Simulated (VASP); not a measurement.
Input of a VASP 6.6.1 run:

INCAR

```
ALGO = Normal ; EDIFF = 1E-6
ENCUT = 520 ; GGA = CA
ISIF = 2 ; ISMEAR = 0
LASPH = True ; LCHARG = False
LREAL = False ; LWAVE = False
NBANDS = 16 ; NELM = 80
PREC = Accurate ; SIGMA = 0.05
```

KPOINTS

```
k-points
0
Gamma
  9 9 6
```

Contents of POSCAR:

```
AlN
1.0
    3.0886152983      0.0000000000      0.0000000000
   -1.5443076491      2.6748193108      0.0000000000
    0.0000000000      0.0000000000      5.0755779659
Al N
2 2
Direct
    0.3333333333      0.6666666667      0.0037920527
    0.6666666667      0.3333333333      0.5037920527
    0.3333333333      0.6666666667      0.3812079473
    0.6666666667      0.3333333333      0.8812079473
```

Potentials or basis: VASP PAW LDA potentials, release 64 (Al, N).

The run is started by

```bash
$ cat potpaw_LDA.64/Al/POTCAR potpaw_LDA.64/N/POTCAR > POTCAR
$ mpirun -np 1 vasp_std > vasp.out
```

Question: What does it give for the pressure?

Answer: -4.5 GPa.

Question: Estimate the band gap on the k mesh.

Answer: 4.30 eV, direct.

Forces on the atoms (eV/Å):
```
Al   0.000  0.000  0.005
Al   0.000  0.000  0.005
N    0.000  0.000 -0.005
N    0.000  0.000 -0.005
```

Caveat: the cell differs from its parent crystal (engineering shear strain xz +0.0000, normal strain along z +0.0267). A k mesh can miss the band edges.
